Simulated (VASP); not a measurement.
A run of VASP 6.6.1:

The input INCAR:

```
SYSTEM = TiPt3
ALGO = Fast
EDIFF = 1E-6
ENCUT = 520
GGA = PE
ISIF = 2
ISMEAR = 0
LASPH = .TRUE.
LCHARG = .FALSE.
LREAL = .FALSE.
LWAVE = .FALSE.
NBANDS = 29
NELM = 100
PREC = Accurate
SIGMA = 0.1
```

KPOINTS

```
k-points
0
G
  10 10 10
  0 0 0
```

POSCAR

```
TiPt3
1.0
    3.9083009132      0.0000000000      0.0000000000
    0.0000000000      3.9083009132      0.0000000000
    0.0000000000      0.0000000000      3.9083009132
Ti Pt
1 3
Direct
    0.0000000000      0.0000000000      0.0000000000
    0.0000000000      0.5000000000      0.5000000000
    0.5000000000      0.0000000000      0.5000000000
    0.5000000000      0.5000000000      0.0000000000
```

Potentials or basis: VASP PAW PBE potentials, release 64 (Ti_sv, Pt).

Run with:

```bash
$ cat potpaw_PBE.64/Ti_sv/POTCAR potpaw_PBE.64/Pt/POTCAR > POTCAR
$ mpirun -np 1 vasp_std > vasp.out
```

Hardware: 1 thread of AMD EPYC 9R45 (Zen 5), on a shared host.

Problem. Estimate the wall time of this run.

Solution. It took 110 s on 1 thread of AMD EPYC 9R45 (Zen 5), with other jobs on the host, peak memory 0.19 GiB. Counts: scf iterations 32, k points 56.
